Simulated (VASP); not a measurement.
**Sr: single point with PBEsol**

Crystal: Sr.

```xyz
2
Lattice="4.3100 0.0000 0.0000 -2.1550 3.7326 0.0000 0.0000 0.0000 7.0500" Properties=species:S:1:pos:R:3 pbc="T T T"
Sr   -0.2121    2.2762    1.6125
Sr    2.1550    1.2442    5.2875
```

This cell differs from its parent crystal: atom 1 (Sr) moved by (-0.300, -0.150) A along [1 1 0] and z.

```
Program                : VASP 6.6.1
Task                   : single point
Functional             : PBEsol
Potentials or basis    : VASP PAW PBE potentials, release 64 (Sr_sv)
Cutoff                 : 520 eV
k mesh                 : 12 × 12 × 8
Occupations            : gaussian, width 0.15 eV
Spin                   : no spin polarisation
Dipole correction      : no
Further INCAR settings : ALGO = Fast; EDIFF = 1e-07; NBANDS = 17
```

- Pressure: -0.8 GPa
- Largest force: 0.213 eV/Å
- Band gap on the k mesh: zero (bands 10 and 11 overlap by 0.29 eV)

Forces on the atoms (eV/Å):
```
Sr   0.088  0.062  0.183
Sr  -0.088 -0.062 -0.183
```

Stress tensor (GPa, compression positive):
```
-0.63  0.23  0.08
 0.23 -1.11  0.06
 0.08  0.06 -0.62
```

Levels at points of the mesh, in eV from the Fermi level:
```csv
k point,band 8,band 9,band 10,band 11,band 12,band 13
"(0.00, 0.00, 0.00)",-18.51,-3.62,-1.14,0.03,2.16,2.20
"(0.50, 0.00, 0.00)",-18.53,-1.01,-0.66,0.26,0.34,0.96
"(0.00, 0.50, 0.00)",-18.53,-1.21,-0.48,0.00,0.19,1.51
"(0.50, 0.50, 0.00)",-18.54,-1.16,-0.53,0.06,0.25,1.35
"(0.00, 0.00, 0.50)",-18.52,-2.77,-2.63,1.05,1.43,2.19
"(0.50, 0.00, 0.50)",-18.55,-0.85,-0.84,0.33,0.34,1.05
"(0.00, 0.50, 0.50)",-18.55,-0.78,-0.75,0.12,0.13,1.27
"(0.50, 0.50, 0.50)",-18.54,-0.80,-0.78,0.19,0.19,1.19
```

Wall time 37 min on 1 thread of Intel Xeon 8259CL, on a shared host, peak memory 0.97 GiB.

Caveat: the cell differs from its parent crystal (atom 1 (Sr) moved by (-0.300, -0.150) A along [1 1 0] and z); the PAW data sets were made with another functional, which shifts forces and pressure a little.
